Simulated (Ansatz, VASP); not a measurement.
# Sc: VASP beside Ansatz

File INCAR:

```
SYSTEM = Sc
PREC     = Accurate       ! precision mode
ENCUT    = 520            ! plane-wave cutoff, eV
EDIFF    = 1E-7           ! SCF threshold, eV
ISMEAR   = 1              ! smearing method
SIGMA    = 0.1            ! smearing width, eV
LREAL    = .FALSE.        ! projectors in reciprocal space
LASPH    = .TRUE.         ! aspherical terms in the spheres
NELM     = 80             ! most SCF steps
ALGO     = Normal         ! electronic algorithm
ISIF     = 2              ! what is computed and relaxed
LWAVE    = .FALSE.        ! write WAVECAR
LCHARG   = .FALSE.        ! write CHGCAR
GGA      = PE             ! functional
IVDW     = 13             ! dispersion correction
NBANDS   = 24             ! bands
```

The input KPOINTS:

```
Automatic mesh
0
G
  5 5 7
  0 0 0
```

The input POSCAR:

```
Sc
1.0
    4.4040490300     -2.5002670000      0.0000000000
    4.4040490300      2.5002670000      0.0000000000
   -0.0034756300      0.0000000000      3.2007192800
Sc
3
Direct
    0.3332340000      0.3332340000      0.9951080000
    0.0000000000      0.0000000000      0.5000000000
    0.6667660000      0.6667660000      0.0048920000
```

Input for Ansatz:

```yaml
crystal:
  lattice:
    - [4.40404903, -2.500267, 0.0]
    - [4.40404903, 2.500267, 0.0]
    - [-0.00347563, 0.0, 3.20071928]
  atoms:
    - { symbol: Sc, position: [0.333234, 0.333234, 0.995108] }
    - { symbol: Sc, position: [0.0, 0.0, 0.5] }
    - { symbol: Sc, position: [0.666766, 0.666766, 0.004892] }
kpoints:
  mp_grid:
    grid: [5, 5, 7]
    shift: [0.0, 0.0, 0.0]
hamiltonian:
  xc: pbe
  dispersion: d4
  pseudopotentials:
    kind: paw
scf:
  occupations:
    method: cold
    width: 0.1
output:
  write_density: true
  write_potential: true
  volumetric_format: npy
  elf: true
  forces: true
```

Alike in both runs: task single point; functional PBE; dispersion D4; k mesh 5 × 5 × 7; no spin polarisation.

```csv
,VASP,Ansatz
version,VASP 6.6.1,Ansatz 0.2.0
potentials or method,"VASP PAW PBE potentials, release 64 (Sc_sv)","plane waves, PAW"
plane-wave cutoff (eV),520,420
occupations,"methfessel-paxton of order 1, width 0.1 eV","cold, width 0.1 eV"
valence electrons in the cell,33,33
```

|  | VASP | Ansatz | Ansatz less VASP |
| --- | --- | --- | --- |
| gap on the k mesh at the Fermi level (eV) | none | none | - |
| rms of the force components (eV/Å) | 0.024 | 0.024 | -0.0006 |

Atom by atom the forces differ by 0.002 eV/Å (rms over components). A gap of «none» marks a metal or a gap that the smearing closes.
